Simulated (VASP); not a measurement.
# ScIn3As2 (P6mm) in VASP: notebook

ScIn3As2 is run at these levels: PBE; tasks: relaxation of cell and atoms, single point.

Everything below comes from runs of VASP 6.6.1. Logs are shortened: lines on timing, memory, paths and dates and some standing lists are left out, and cuts for length are marked.

### 1 The cell of the first run

The structure is hexagonal, space group P6mm (No. 183). The conventional cell has a = 6.019 Å, b = 6.019 Å, c = 4.227 Å, α = 90.00°, β = 90.00°, γ = 120.00°. Sc (site symmetry 6mm) has 6 As at 3.49 Å and 12 In at 3.51 to 3.86 Å and 2 Sc at 4.23 Å within 4.6 Å. Within 3.6 Å of In (site symmetry 2mm) lie 4 As at 2.72 to 2.75 Å and 4 In at 3.01 Å and 2 Sc at 3.51 Å. Within 3.6 Å of As (site symmetry 3m) lie 6 In at 2.72 to 2.75 Å and 3 As at 3.47 Å and 3 Sc at 3.49 Å.

The cell was generated, and may not be a known phase.

### 2 Relaxation of cell and atoms, PBE

The input, INCAR:

```
PREC = Accurate ; ENCUT = 600
EDIFF = 1E-6 ; ISMEAR = 0
SIGMA = 0.1 ; LREAL = F
LASPH = T ; NELM = 80
ALGO = Normal ; ISIF = 3
LWAVE = F ; LCHARG = F
GGA = PE ; IBRION = 2
NSW = 90 ; EDIFFG = -0.04
```

The input, KPOINTS:

```
regular mesh
0
Gamma
  3 3 4
```

The input, POSCAR:

```
ScIn3As2
1.0
    6.0186170300      0.0000000000      0.0000000000
   -3.0093085100      5.2122752400      0.0000000000
    0.0000000000      0.0000000000      4.2272933500
Sc In As
1 3 2
Direct
    0.0000000000      0.0000000000      0.8888130200
    0.5000000000      0.5000000000      0.4595159900
    0.5000000000      0.0000000000      0.4595159900
    0.0000000000      0.5000000000      0.4595159900
    0.6666666700      0.3333333300      0.9631379800
    0.3333333300      0.6666666700      0.9631379800
```

Potentials or basis: VASP PAW PBE potentials, release 64 (Sc_sv, In_d, As).

On the command line:

```console
cat potpaw_PBE.64/Sc_sv/POTCAR potpaw_PBE.64/In_d/POTCAR potpaw_PBE.64/As/POTCAR > POTCAR
mpirun -np 1 vasp_std > vasp.out
```

OUTCAR:

```text
PREC = Accurate
   ENCUT = 600
   EDIFF = 1E-6
   ISMEAR = 0
   LREAL = F
   LASPH = T
   NELM = 80
   ISIF = 3
   GGA = PE
   IBRION = 2
   NSW = 90
   EDIFFG = -0.04

 ion  position               nearest neighbor table
   1  0.000  0.000  0.889-   4 3.51   4 3.51   2 3.51   2 3.51   3 3.51   3 3.51
   2  0.500  0.500  0.460-   5 2.72   6 2.72   5 2.75   6 2.75   3 3.01   3 3.01   4 3.01   4 3.01
                             1 3.51   1 3.51
   3  0.500  0.000  0.460-   5 2.72   6 2.72   5 2.75   6 2.75   2 3.01   2 3.01   4 3.01   4 3.01
                             1 3.51   1 3.51
   4  0.000  0.500  0.460-   5 2.72   6 2.72   5 2.75   6 2.75   3 3.01   3 3.01   2 3.01   2 3.01
                             1 3.51   1 3.51
   5  0.667  0.333  0.963-   3 2.72   4 2.72   2 2.72   3 2.75   4 2.75   2 2.75
   6  0.333  0.667  0.963-   3 2.72   4 2.72   2 2.72   3 2.75   4 2.75   2 2.75

  LATTYP: Found a hexagonal cell.
 ALAT       =     6.0186170300
 C/A-ratio  =     0.7023695525

  Lattice vectors:

 A1 = (   6.0186170300,   0.0000000000,   0.0000000000)
 A2 = (  -3.0093085100,   5.2122752400,   0.0000000000)
 A3 = (   0.0000000000,   0.0000000000,   4.2272933500)

Analysis of symmetry for initial positions (statically):
=====================================================================
 Subroutine PRICEL returns:
 Original cell was already a primitive cell.

 Routine SETGRP: Setting up the symmetry group for a
 hexagonal supercell.

 Subroutine GETGRP returns: Found 12 space group operations
 (whereof 12 operations were pure point group operations)
 out of a pool of 24 trial point group operations.

The static configuration has the point symmetry C_6v.

Analysis of symmetry for dynamics (positions and initial velocities):
=====================================================================
 Subroutine PRICEL returns:
 Original cell was already a primitive cell.

 Routine SETGRP: Setting up the symmetry group for a
 hexagonal supercell.

 Subroutine GETGRP returns: Found 12 space group operations
 (whereof 12 operations were pure point group operations)
 out of a pool of 24 trial point group operations.

The dynamic configuration has the point symmetry C_6v.

 Subroutine INISYM returns: Found 12 space group operations
 (whereof 12 operations are pure point group operations),
 and found     1 'primitive' translations

----------------------------------------------------------------------------------------

                                     Primitive cell

  volume of cell :     132.6131

  direct lattice vectors                    reciprocal lattice vectors
     6.018617030  0.000000000  0.000000000     0.166151127  0.095927398  0.000000000
[... 97 lines left out ...]
     AMIX     =   0.40;   BMIX     =  1.00
     AMIX_MAG =   1.60;   BMIX_MAG =  1.00
  volume/ion in A,a.u.               =      22.10       149.15
  Fermi-wavevector in a.u.,A,eV,Ry     =   1.256791  2.374991 21.490727  1.579524
  Thomas-Fermi vector in A             =   2.390482
   LORBIT       =      0    0 simple, 1 ext, 2 COOP (PROOUT), +10 PAW based schemes
   GGA     = PE    functional components
   LHFCALC =     F    Hartree Fock is set to
   AEXX    =    0.0000 exact exchange contribution
   IVDW    =     0    specifies the selected vdW correction
   LEPSILON=     F    determine dielectric tensor
   LRPA    =     F    only Hartree local field effects (RPA)
 conjugate gradient relaxation of ions
 non-spin polarized calculation
 Gauss-broadening in eV      SIGMA  =   0.10
  energy-cutoff  :      600.00
  volume of cell :      132.61
 maximum number of plane-waves:      4452
   NGX = 25   NGY = 25   NGZ = 17

--------------------------------------- Ionic step        1  -------------------------------------------

 number of electron      59.9999995 magnetization

 Free energy of the ion-electron system (eV)
  ---------------------------------------------------
  ext. energy  EPLUGINS =         0.00000000
  ---------------------------------------------------
  free energy    TOTEN  =       -21.30373761 eV

  energy without entropy =      -21.27279478  energy(sigma->0) =      -21.28826620

------------------------ aborting loop because EDIFF is reached ----------------------------------------

  FORCE on cell =-STRESS in cart. coord.  units (eV):
  Direction    XX          YY          ZZ          XY          YZ          ZX
  --------------------------------------------------------------------------------------
  -------------------------------------------------------------------------------------
  Total        7.9713287      7.9713287     13.4967808      0.0000000      0.0000000      0.0000000
  in kB       96.3063370     96.3063368    163.0625919      0.0000001      0.0000000      0.0000000
  external PRESSURE =     118.5584219 kB  Pullay stress =       0.0000000 kB
[... 101 lines left out ...]
  FREE ENERGIE OF THE ION-ELECTRON SYSTEM (eV)
  ---------------------------------------------------
  free  energy   TOTEN  =       -22.0618005797 eV

  energy  without entropy=      -22.0308715508  energy(sigma->0) =      -22.04633607

 E-fermi :   6.2688     XC(G=0):  -9.9842

 val. band max:        6.1299404223   @ k =   0.0000   0.0000   0.2500
 cond. band min:       6.2689109010   @ k =   0.0000   0.0000   0.5000
 fundamental gap:      0.1389704787
 Fermi energy:         6.2687768581

 k-point     1 :       0.0000    0.0000    0.0000
  band No.  band energies     occupation
      1     -44.6496      2.00000
      2     -23.4059      2.00000
      3     -23.1491      2.00000
      4     -23.1491      2.00000
      5      -9.4452      2.00000
      6      -9.2044      2.00000
[... 340 lines left out ...]
     35       7.7294      0.00000
     36       7.7910      0.00000

[... ionic steps 4 to 23 ...]

--------------------------------------- Ionic step       24  -------------------------------------------

 number of electron      60.0000027 magnetization

------------------------ aborting loop because EDIFF is reached ----------------------------------------
[... 75 lines left out ...]
--------------------------------------- Ionic step       26  -------------------------------------------

 number of electron      60.0000007 magnetization

 Free energy of the ion-electron system (eV)
  ---------------------------------------------------
  ext. energy  EPLUGINS =         0.00000000
  ---------------------------------------------------
  free energy    TOTEN  =       -22.66739856 eV

  energy without entropy =      -22.64920110  energy(sigma->0) =      -22.65829983

 E-fermi :   6.3857     XC(G=0): -10.0249

 val. band max:        6.1306615412   @ k =   0.0000   0.0000   0.2500
 cond. band min:       6.4070952909   @ k =   0.0000   0.0000   0.5000
 fundamental gap:      0.2764337498
 Fermi energy:         6.3856674199

 k-point     1 :       0.0000    0.0000    0.0000
  band No.  band energies     occupation
      1     -44.4498      2.00000
      2     -23.2041      2.00000
      3     -22.9576      2.00000
      4     -22.9576      2.00000
      5      -9.4004      2.00000
      6      -9.1467      2.00000
[... 373 lines left out ...]
  FREE ENERGIE OF THE ION-ELECTRON SYSTEM (eV)
  ---------------------------------------------------
  free  energy   TOTEN  =       -22.6673985636 eV

  energy  without entropy=      -22.6492011032  energy(sigma->0) =      -22.65829983

 reached required accuracy - stopping structural energy minimisation
```

Run time: 11 min. Hardware: 1 thread of AMD EPYC 9R45 (Zen 5), shared host; peak memory 0.29 GiB.

What came out:

* Free energy: -22.6674 eV
* Relaxed volume: 24.55 Å³/atom
* Relaxed cell: a = 5.706 Å, b = 5.706 Å, c = 5.224 Å, α = 90.00°, β = 90.00°, γ = 120.00°
* Space group after relaxing (to 0.1 Å): P6mm (No. 183)
* Energy gained by relaxing: 227.3 meV/atom
* Ionic steps: 26
* Pressure after relaxing: 0.2 GPa
* Largest force after relaxing: 0.022 eV/Å
* Band gap on the k mesh: zero (bands 30 and 31 overlap by 1.61 eV)

Forces in eV/Å, atoms in the order of the input:
```
Sc   0.000  0.000  0.006
In   0.000  0.000  0.013
In   0.000  0.000  0.013
In   0.000  0.000  0.013
As   0.000  0.000 -0.022
As   0.000  0.000 -0.022
```

Step by step:
| step | energy change (eV) | largest force (eV/Å) | pressure (GPa) | volume (Å³) |
| --- | --- | --- | --- | --- |
| 1 | 0.0000 | 0.1080 | 11.86 | 132.61 |
| 2 | -0.6370 | 0.0533 | -3.33 | 166.45 |
| 3 | -0.7581 | 0.0731 | -0.15 | 154.86 |
| 4 | -0.7581 | 0.0721 | -0.29 | 155.33 |
| 5 | -0.7820 | 0.0727 | -0.28 | 154.76 |
| 6 | -0.8685 | 0.0606 | -0.21 | 152.89 |
| 7 | -1.1896 | 0.2759 | 0.09 | 148.56 |
| 8 | -0.9143 | 0.0939 | 6.23 | 137.83 |
| 9 | -1.3041 | 0.2693 | 1.04 | 145.32 |
| 10 | -1.3046 | 0.2577 | 1.81 | 143.59 |
| 11 | -1.3129 | 0.2641 | 1.41 | 144.34 |
| 12 | -1.3210 | 0.2272 | 0.84 | 145.95 |
| 13 | -1.3222 | 0.2406 | 1.00 | 145.52 |
| 14 | -1.3319 | 0.2341 | 0.37 | 146.98 |
| 15 | -1.3339 | 0.2254 | -0.44 | 149.05 |
| 16 | -1.3347 | 0.2286 | -0.21 | 148.40 |
| 17 | -1.3371 | 0.2222 | -0.19 | 148.32 |
| 18 | -1.3433 | 0.1986 | -0.13 | 148.07 |
| 19 | -1.3507 | 0.1404 | 0.01 | 147.58 |
| 20 | -1.3413 | 0.2428 | 0.43 | 146.61 |
| 21 | -1.3516 | 0.1121 | 0.12 | 147.38 |
| 22 | -1.3555 | 0.0869 | 0.00 | 147.67 |
| 23 | -1.3583 | 0.0977 | -0.15 | 148.16 |
| 24 | -1.3621 | 0.0628 | 0.00 | 147.76 |
| 25 | -1.3629 | 0.0243 | 0.35 | 147.02 |
| 26 | -1.3637 | 0.0225 | 0.20 | 147.33 |

Final structure:
```yaml
crystal:
  lattice:
    - [5.70635, 0.00000, 0.00000]
    - [-2.85318, 4.94184, 0.00000]
    - [0.00000, 0.00000, 5.22447]
  atoms:
    - { symbol: Sc, position: [0.00000, 0.00000, 0.86203] }
    - { symbol: In, position: [0.50000, 0.50000, 0.46774] }
    - { symbol: In, position: [0.50000, 0.00000, 0.46774] }
    - { symbol: In, position: [0.00000, 0.50000, 0.46774] }
    - { symbol: As, position: [0.66667, 0.33333, 0.96419] }
    - { symbol: As, position: [0.33333, 0.66667, 0.96419] }
```

Caveat: the k points lie up to 0.42 Å⁻¹ apart in the final cell, too coarse for converged energies and pressures of a metal; a cell axis changed by over 15 % at a fixed basis, so the end point is rough; spin-orbit coupling is left out, which moves the levels of the heavy elements.

### 3 Relaxation of cell and atoms, PBE

This run uses another cell than the first one, of 24.61 Å³/atom.

The input, INCAR:

```
SYSTEM = ScIn3As2
ALGO = Fast ; EDIFF = 1E-7
EDIFFG = -0.04 ; ENCUT = 600
GGA = PE ; IBRION = 2
ISIF = 3 ; ISMEAR = 0
LASPH = .TRUE. ; LCHARG = .FALSE.
LREAL = .FALSE. ; LWAVE = .FALSE.
NELM = 100 ; NSW = 90
PREC = Accurate ; SIGMA = 0.1
```

The input, KPOINTS:

```
k-points
0
G
  6 6 4
  0 0 0
```

The input, POSCAR:

```
ScIn3As2
1.0
    5.7081482661      0.0000000000      0.0000000000
   -2.8540741331      4.9434014070      0.0000000000
    0.0000000000      0.0000000000      5.2320775407
Sc In As
1 3 2
Direct
    0.0000000000      0.0000000000      0.8628541015
    0.5000000000      0.5000000000      0.4681690252
    0.5000000000      0.0000000000      0.4681690252
    0.0000000000      0.5000000000      0.4681690252
    0.6666666667      0.3333333333      0.9631378864
    0.3333333333      0.6666666667      0.9631378864
```

Potentials or basis: VASP PAW PBE potentials, release 64 (Sc_sv, In_d, As).

On the command line:

```console
cat potpaw_PBE.64/Sc_sv/POTCAR potpaw_PBE.64/In_d/POTCAR potpaw_PBE.64/As/POTCAR > POTCAR
mpirun -np 1 vasp_std > vasp.out
```

Wall time 17 min (1 thread of AMD EPYC 9R45 (Zen 5), shared host); peak memory 0.38 GiB.

It converged, with:

```yaml
Free_energy: -22.5685 eV
Relaxed_volume: 25.00 Å³/atom
Relaxed_cell: a = 5.752 Å, b = 5.752 Å, c = 5.234 Å, α = 90.00°, β = 90.00°, γ = 120.00°
Space_group_after_relaxing_to_0.1_Å: P6mm (No. 183)
Energy_gained_by_relaxing: 4.5 meV/atom
Ionic_steps: 9
Pressure_after_relaxing: -0.1 GPa
Largest_force_after_relaxing: 0.026 eV/Å
Band_gap_on_the_k_mesh: zero (bands 30 and 31 overlap by 1.70 eV)
```

Forces on the atoms (eV/Å):
```
Sc   0.000  0.000  0.010
In   0.000  0.000  0.014
In   0.000  0.000  0.014
In   0.000  0.000  0.014
As   0.000  0.000 -0.026
As   0.000  0.000 -0.026
```

Stress tensor (GPa, compression positive):
```
-0.21  0.00  0.00
 0.00 -0.21  0.00
 0.00  0.00  0.11
```

The path:
| step | energy change (eV) | largest force (eV/Å) | pressure (GPa) | volume (Å³) |
| --- | --- | --- | --- | --- |
| 1 | 0.0000 | 0.2156 | 0.63 | 147.64 |
| 2 | -0.0064 | 0.2075 | -0.16 | 149.73 |
| 3 | -0.0064 | 0.2070 | -0.23 | 149.92 |
| 4 | -0.0101 | 0.1900 | -0.19 | 149.82 |
| 5 | -0.0177 | 0.1344 | -0.06 | 149.52 |
| 6 | -0.0157 | 0.1784 | 0.25 | 148.92 |
| 7 | -0.0198 | 0.0851 | 0.06 | 149.28 |
| 8 | -0.0242 | 0.0667 | -0.01 | 149.50 |
| 9 | -0.0272 | 0.0263 | -0.10 | 149.98 |

Final structure:
```
Sc In As
1.0
     5.75240    0.00000    0.00000
    -2.87620    4.98172    0.00000
     0.00000    0.00000    5.23363
Sc In As
1 3 2
Cartesian
  0.0000 0.0000 4.3376
  1.4381 2.4909 2.4809
  2.8762 0.0000 2.4809
  4.3143 2.4909 2.4809
  2.8762 1.6606 5.0838
  0.0000 3.3211 5.0838
```

Levels at points of the mesh, in eV from the Fermi level:
| k point | band 28 | band 29 | band 30 | band 31 | band 32 | band 33 |
| --- | --- | --- | --- | --- | --- | --- |
| (0.00, 0.00, 0.00) | -2.21 | -0.88 | 0.02 | 0.02 | 0.33 | 0.49 |
| (0.50, 0.00, 0.00) | -0.96 | -0.80 | -0.67 | -0.50 | 0.85 | 1.12 |
| (0.00, 0.00, 0.50) | -1.65 | -1.65 | -0.82 | -0.82 | 0.12 | 0.51 |
| (0.50, 0.00, 0.50) | -0.54 | -0.32 | 0.52 | 0.92 | 0.99 | 1.05 |

Caveat: spin-orbit coupling is left out, which moves the levels of the heavy elements.

### 4 Single point, PBE

This run uses another cell than the first one, of 25.02 Å³/atom.

The input, INCAR:

```
  PREC = Accurate
  ENCUT = 520
  EDIFF = 1E-6
  ISMEAR = 0
  SIGMA = 0.1
  LREAL = False
  LASPH = True
  NELM = 80
  ALGO = Fast
  ISIF = 2
  LWAVE = False
  LCHARG = False
  GGA = PE
  NBANDS = 39
```

The input, KPOINTS:

```
regular mesh
0
Gamma
  12 12 8
```

The input, POSCAR:

```
ScIn3As2
1.0
    5.7033741372      0.0000000000      0.0000000000
   -2.8516870686      4.9392668901      0.0000000000
    0.0000000000      0.0000000000      5.3283279311
Sc In As
1 3 2
Direct
    0.0000000000      0.0000000000      0.8328336313
    0.5000000000      0.5000000000      0.4751423451
    0.5000000000      0.0000000000      0.4751423451
    0.0000000000      0.5000000000      0.4751423451
    0.6666666667      0.3333333333      0.9676881416
    0.3333333333      0.6666666667      0.9676881416
```

Potentials or basis: VASP PAW PBE potentials, release 64 (Sc_sv, In_d, As).

On the command line:

```console
cat potpaw_PBE.64/Sc_sv/POTCAR potpaw_PBE.64/In_d/POTCAR potpaw_PBE.64/As/POTCAR > POTCAR
mpirun -np 1 vasp_std > vasp.out
```

OUTCAR:

```text
PREC = Accurate
   ENCUT = 520
   EDIFF = 1E-6
   ISMEAR = 0
   LREAL = False
   LASPH = True
   NELM = 80
   ISIF = 2
   GGA = PE

 ion  position               nearest neighbor table
   1  0.000  0.000  0.833-   2 3.43   4 3.43   4 3.43   2 3.43   3 3.43   3 3.43
   2  0.500  0.500  0.475-   3 2.85   3 2.85   4 2.85   4 2.85   5 3.10   6 3.10   5 3.17   6 3.17
                             1 3.43   1 3.43
   3  0.500  0.000  0.475-   2 2.85   4 2.85   2 2.85   4 2.85   5 3.10   6 3.10   5 3.17   6 3.17
                             1 3.43   1 3.43
   4  0.000  0.500  0.475-   3 2.85   3 2.85   2 2.85   2 2.85   5 3.10   6 3.10   5 3.17   6 3.17
[... 1220 lines left out ...]
  Total        0.0108382      0.0108382      0.0272846      0.0000000      0.0000000      0.0000000
  in kB        0.1156866      0.1156866      0.2912347      0.0000000      0.0000000      0.0000000
  external PRESSURE =       0.1742026 kB  Pullay stress =       0.0000000 kB

 VOLUME and BASIS-vectors are now :
 -----------------------------------------------------------------------------
  energy-cutoff  :      520.00
  volume of cell :      150.10
      direct lattice vectors                 reciprocal lattice vectors
     5.703374137  0.000000000  0.000000000     0.175334806  0.101229598  0.000000000
    -2.851687069  4.939266890  0.000000000     0.000000000  0.202459195  0.000000000
     0.000000000  0.000000000  5.328327931     0.000000000  0.000000000  0.187676136

 POSITION                                       TOTAL-FORCE (eV/Angst)
 -----------------------------------------------------------------------------------
      0.00000      0.00000      4.43761        -0.000000     -0.000000     -0.001059
      1.42584      2.46963      2.53171        -0.000000      0.000000     -0.003093
      2.85169      0.00000      2.53171        -0.000000      0.000000     -0.003093
     -1.42584      2.46963      2.53171        -0.000000      0.000000     -0.003093
      2.85169      1.64642      5.15616         0.000000      0.000000      0.005170
     -0.00000      3.29284      5.15616        -0.000000      0.000000      0.005170
 -----------------------------------------------------------------------------------
    total drift:                                0.000000      0.000000      0.000537

  FREE ENERGIE OF THE ION-ELECTRON SYSTEM (eV)
  ---------------------------------------------------
  free  energy   TOTEN  =       -22.5105155743 eV

  energy  without entropy=      -22.4922599670  energy(sigma->0) =      -22.50138777
```

Wall time 9 min (1 thread of AMD EPYC 9R45 (Zen 5), shared host); peak memory 0.58 GiB.

Results:

| Item | Value |
| --- | --- |
| Free energy | -22.5105 eV |
| Pressure | 0.0 GPa |
| Largest force | 0.005 eV/Å |
| Band gap on the k mesh | zero (bands 30 and 31 overlap by 1.64 eV) |

Forces on the atoms (eV/Å):
```
Sc   0.000  0.000 -0.001
In   0.000  0.000 -0.003
In   0.000  0.000 -0.003
In   0.000  0.000 -0.003
As   0.000  0.000  0.005
As   0.000  0.000  0.005
```

Caveat: spin-orbit coupling is left out, which moves the levels of the heavy elements.

### 5 Overview

| task | cell | k mesh | cutoff (eV) | gap on the mesh (eV) | pressure (GPa) | relaxed volume (Å³/atom) | largest force (eV/Å) |
| --- | --- | --- | --- | --- | --- | --- | --- |
| relaxation of cell and atoms | relaxed from a = 6.019, b = 6.019, c = 4.227 Å, angles 90.0, 90.0, 120.0°, 6 atoms, atomic positions A | 3 × 3 × 4 | 600 | none | 0.2 | 24.55 | 0.02 |
| relaxation of cell and atoms | relaxed from a = 5.708, b = 5.708, c = 5.232 Å, angles 90.0, 90.0, 120.0°, 6 atoms, atomic positions B | 6 × 6 × 4 | 600 | none | -0.1 | 25.00 | 0.03 |
| single point | a = 5.703, b = 5.703, c = 5.328 Å, angles 90.0, 90.0, 120.0°, 6 atoms, atomic positions C | 12 × 12 × 8 | 520 | none | 0.0 | - | 0.01 |

Alike in all rows: level PBE; potentials or basis VASP PAW PBE potentials, release 64 (Sc_sv, In_d, As); no spin polarisation; smearing gaussian 0.1 eV.

Caveats: some runs use coarse meshes; spin-orbit coupling is left out, which moves the levels of the heavy elements; a cell axis changed by over 15 % at a fixed basis, so the end point is rough (at least some runs).

Total energies depend on the potentials used, so only differences within one code and one set of settings carry meaning.

The gap in the log of VASP goes by the Fermi energy; the results here count the filled bands.